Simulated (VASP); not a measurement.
# BN: single point with LDA

BN:

```
CELL_PARAMETERS angstrom
-2.55394 0.00000 0.00000
1.27697 -2.21178 0.00000
0.00000 0.00000 12.93056
ATOMIC_POSITIONS crystal
B 0.33333 0.66667 0.22461
B 0.33333 0.66667 0.55150
B 0.33333 0.66667 0.87839
B 0.66667 0.33333 0.06117
B 0.66667 0.33333 0.38806
B 0.66667 0.33333 0.71495
N 0.33333 0.66667 0.10221
N 0.33333 0.66667 0.42910
N 0.33333 0.66667 0.75599
N 0.66667 0.33333 0.91943
N 0.66667 0.33333 0.26565
N 0.66667 0.33333 0.59254
```

```
Program             : VASP 6.6.1
Task                : single point
Functional          : LDA
Potentials or basis : VASP PAW LDA potentials, release 64 (B, N)
Cutoff              : 520 eV
k mesh              : 10 × 10 × 2
Occupations         : gaussian, width 0.05 eV
Spin                : no spin polarisation
```

```yaml
Pressure: -17.2 GPa
Largest_force: 1.675 eV/Å
Band_gap_on_the_k_mesh: 4.95 eV
```

Forces in eV/Å, atoms in the order of the input:
```
B    0.000  0.000  0.270
B    0.000  0.000  0.232
B    0.000  0.000  1.118
B    0.000  0.000 -1.587
B    0.000  0.000  0.233
B    0.000  0.000  0.255
N    0.000  0.000 -1.214
N    0.000  0.000 -0.232
N    0.000  0.000 -0.277
N    0.000  0.000  1.675
N    0.000  0.000 -0.239
N    0.000  0.000 -0.233
```

Stress tensor (GPa, compression positive):
```
-13.29   0.00   0.00
  0.00 -13.29   0.00
  0.00   0.00 -25.13
```

Levels at points of the mesh, in eV from the valence-band top:
| k point | band 22 | band 23 | band 24 | band 25 | band 26 | band 27 |
| --- | --- | --- | --- | --- | --- | --- |
| (0.00, 0.00, 0.00) | -0.45 | 0.00 | 0.00 | 6.63 | 7.88 | 7.88 |
| (0.50, 0.00, 0.00) | -3.04 | -2.93 | -2.23 | 5.42 | 5.95 | 6.16 |
| (0.00, 0.00, 0.50) | -0.57 | -0.02 | -0.02 | 6.75 | 7.92 | 7.92 |
| (0.50, 0.00, 0.50) | -3.08 | -2.82 | -2.29 | 5.52 | 5.95 | 6.26 |

Run time: 46 s on 1 thread of AMD EPYC 9R45 96-Core Processor (Zen 5), with other jobs on the host, peak memory 0.15 GiB.

Caveat: forces of over 1 eV/Å act on the atoms, so gaps and moduli don't describe the material at rest. Expect the measured gap to be larger: semilocal functionals such as LDA lack the derivative discontinuity.
